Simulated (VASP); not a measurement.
Pb:

```
CELL_PARAMETERS angstrom
3.09820 -1.78465 0.00000
3.09820 1.78465 0.00000
-2.15695 0.00000 6.21477
ATOMIC_POSITIONS crystal
Pb 0.90851 0.90851 0.72629
Pb 0.09149 0.09149 0.27371
```

Base run:

```yaml
Program: VASP 6.6.1
Functional: PBEsol
Potentials_or_basis: VASP PAW PBE potentials, release 64 (Pb_d)
Cutoff: 520 eV
k_mesh: 9 × 9 × 5
Occupations: fermi-dirac, width 0.05 eV
Spin: no spin polarisation
```

Its results: band gap on the k mesh zero (band 14 reaches 11.60 eV, above the bottom of band 15 at 4.43 eV); pressure -3.7 GPa; largest force 0.226 eV/Å.

**Question.** The run is repeated on the same cell with these changes: functional from PBEsol to LDA; potentials or basis from VASP PAW PBE potentials, release 64 (Pb_d) to VASP PAW LDA potentials, release 64 (Pb_d). What comes out?

**Answer.** Band gap on the k mesh zero (band 14 reaches 11.45 eV, above the bottom of band 15 at 4.34 eV); pressure -4.9 GPa; largest force 0.258 eV/Å.

Caveats: spin-orbit coupling is left out, which moves the levels of the heavy elements; the PAW data sets were made with another functional, which shifts forces and pressure a little (some runs).
